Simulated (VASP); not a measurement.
Here is a VASP 6.6.1 calculation.

INCAR

```
SYSTEM = GaSb3
ALGO = Normal
EDIFF = 1E-6
ENCUT = 520
GGA = PE
ISIF = 2
ISMEAR = 0
IVDW = 12
LASPH = .TRUE.
LCHARG = .FALSE.
LREAL = .FALSE.
LWAVE = .FALSE.
NBANDS = 22
NELM = 80
PREC = Accurate
SIGMA = 0.15
```

File KPOINTS:

```
k-points
0
G
  10 10 10
  0 0 0
```

Contents of POSCAR:

```
GaSb3
1.0
    0.0000000000      3.7455328410      3.6481278280
    3.7455328410      0.0000000000      3.6481278280
    3.7455328410      3.7455328410      0.0000000000
Ga Sb
1 3
Direct
    0.0000000000      0.0000000000      0.0000000000
    0.2500000000      0.2500000000      0.2500000000
    0.7500000000      0.7500000000      0.7500000000
    0.5000000000      0.5000000000      0.5000000000
```

Potentials or basis: VASP PAW PBE potentials, release 64 (Ga_d, Sb).

Command:

```bash
$ cat potpaw_PBE.64/Ga_d/POTCAR potpaw_PBE.64/Sb/POTCAR > POTCAR
$ mpirun -np 1 vasp_std > vasp.out
```

Task: Predict the dispersion energy per atom.

Result: -0.455 eV.

Task: Estimate the band gap on the k mesh.

Result: Zero (bands 14 and 15 overlap by 3.92 eV).

Task: Estimate the pressure.

Result: -2.9 GPa.

Stress tensor (GPa, compression positive):
```
-3.11  0.00  0.00
 0.00 -3.11  0.00
 0.00  0.00 -2.45
```

Caveat: spin-orbit coupling is left out, which moves the levels of the heavy elements.
